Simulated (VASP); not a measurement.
A run of VASP 6.6.1 is set up as follows.

File POSCAR:

```
Mo
1.0
   -1.5764210372      1.5764210372      1.5764210372
    1.5764210372     -1.5764210372      1.5764210372
    1.5764210372      1.5764210372     -1.5764210372
Mo
1
Direct
    0.0000000000      0.0000000000      0.0000000000
```

INCAR.step1

```
ALGO = Normal ; EDIFF = 1E-4
ENCUT = 520 ; GGA = PE
ISMEAR = -1 ; LASPH = T
LCHARG = F ; LREAL = F
LWAVE = T ; NBANDS = 13
NELM = 60 ; PREC = Accurate
SIGMA = 0.1
```

INCAR.step2

```
ALGO = Normal ; EDIFF = 1E-6
ENCUT = 520 ; ISIF = 2
ISMEAR = -1 ; ISTART = 1
LASPH = T ; LCHARG = T
LELF = T ; LMIXTAU = T
LREAL = F ; LVHAR = T
LWAVE = F ; METAGGA = R2SCAN
NBANDS = 13 ; NELM = 60
PREC = Accurate ; SIGMA = 0.1
```

KPOINTS

```
k-points
0
Gamma
  7 7 7
```

Potentials or basis: VASP PAW PBE potentials, release 64 (Mo_sv).

Launch:

```sh
$ cat potpaw_PBE.64/Mo_sv/POTCAR > POTCAR
$ cp INCAR.step1 INCAR
$ mpirun -np 1 vasp_std > vasp.out
$ cp INCAR.step2 INCAR
$ mpirun -np 1 vasp_std > vasp.out
```

**Question.** Predict the band gap on the k mesh.

**Answer.** Zero (band 7 reaches 15.51 eV, above the bottom of band 8 at 11.10 eV).

**Question.** Estimate the pressure.

**Answer.** 1.1 GPa.

Caveat: the k points lie up to 0.40 Å⁻¹ apart; the PAW data sets were made with another functional, which shifts forces and pressure a little.
